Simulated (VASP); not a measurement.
## Cr: relaxation of cell and atoms with PBE+D4

The system is Cr.

```
CELL_PARAMETERS angstrom
2.71400 0.00000 0.00000
-1.35700 2.35039 0.00000
0.00000 0.00000 4.41000
ATOMIC_POSITIONS crystal
Cr 0.66667 0.33333 0.75000
Cr 0.33333 0.66667 0.25000
```

This isn't the form of Cr at room conditions, which is bcc.

* Program: VASP 6.6.1
* Task: relaxation of cell and atoms
* Functional: PBE
* Dispersion: D4
* Potentials or basis: VASP PAW PBE potentials, release 64 (Cr_pv)
* Cutoff: 600 eV
* k mesh: 11 × 11 × 6
* Occupations: fermi-dirac, width 0.05 eV
* Spin: collinear spin, ferromagnetic start
* Starting moments: [3.0, 3.0] μB
* Dipole correction: no
* Further INCAR settings: ALGO = Normal; EDIFF = 1e-06; IBRION = 2; EDIFFG = -0.01; NSW = 60; ISIF = 3

The relaxed volume is 11.61 Å³/atom and the relaxed cell is a = 2.464 Å, b = 2.464 Å, c = 4.418 Å, α = 90.00°, β = 90.00°, γ = 120.00°. The space group after relaxing (to 0.1 Å) is P6_3/mmc (No. 194) and the energy gained by relaxing is 331.4 meV/atom. The ionic steps are 14 and the pressure after relaxing is 0.0 GPa. The band gap on the k mesh is zero (filled and empty bands overlap) and the net moment is 0.00 μB per cell. The valence electrons inside the program's atomic spheres are Cr 11.08. The dispersion energy per atom is -0.447 eV.

The path:
```tsv
step	energy change (eV)	largest force (eV/Å)	pressure (GPa)	volume (Å³)
1	0.0000	0.0000	-29.57	28.13
2	0.3185	0.0000	80.21	18.83
3	-0.5761	0.0000	-1.53	23.32
4	-0.5772	0.0000	-0.04	23.18
5	-0.5772	0.0000	1.03	23.08
6	-0.6366	0.0000	3.37	22.88
7	-0.5590	0.0000	13.18	22.32
8	-0.6520	0.0000	5.29	22.75
9	-0.6527	0.0000	6.02	22.70
10	-0.6330	0.0000	-7.59	24.06
11	-0.6621	0.0000	0.61	23.19
12	-0.6621	0.0000	0.68	23.18
13	-0.6627	0.0000	-0.17	23.24
14	-0.6628	0.0000	0.02	23.23
```

Final structure:
```
Cr
1.0
     2.46390    0.00000    0.00000
    -1.23195    2.13380    0.00000
     0.00000    0.00000    4.41785
Cr
2
Direct
  0.66667 0.33333 0.75000
  0.33333 0.66667 0.25000
```

Levels at points of the mesh, in eV from the Fermi level:
Spin up:
| k point | band 8 | band 9 | band 10 | band 11 | band 12 | band 13 | band 14 | band 15 | band 16 | band 17 |
| --- | --- | --- | --- | --- | --- | --- | --- | --- | --- | --- |
| (0.00, 0.00, 0.00) | -4.16 | -1.28 | -0.37 | -0.37 | -0.26 | -0.03 | -0.03 | 1.10 | 1.10 | 2.25 |
| (0.00, 0.00, 0.50) | -5.69 | -1.68 | -1.68 | -0.35 | -0.35 | -0.35 | -0.35 | 1.84 | 1.84 | 1.84 |
Spin down:
| k point | band 8 | band 9 | band 10 | band 11 | band 12 | band 13 | band 14 | band 15 | band 16 | band 17 |
| --- | --- | --- | --- | --- | --- | --- | --- | --- | --- | --- |
| (0.00, 0.00, 0.00) | -4.16 | -1.28 | -0.37 | -0.37 | -0.26 | -0.03 | -0.03 | 1.10 | 1.10 | 2.25 |
| (0.00, 0.00, 0.50) | -5.69 | -1.68 | -1.68 | -0.35 | -0.35 | -0.35 | -0.35 | 1.84 | 1.84 | 1.84 |

Run time: 4.9 min on 1 thread of Intel(R) Xeon(R) 6975P-C (Granite Rapids), on a shared host, peak memory 0.21 GiB.

Caveat: the volume moved by over 15 % at a fixed basis, so the end points are rough.
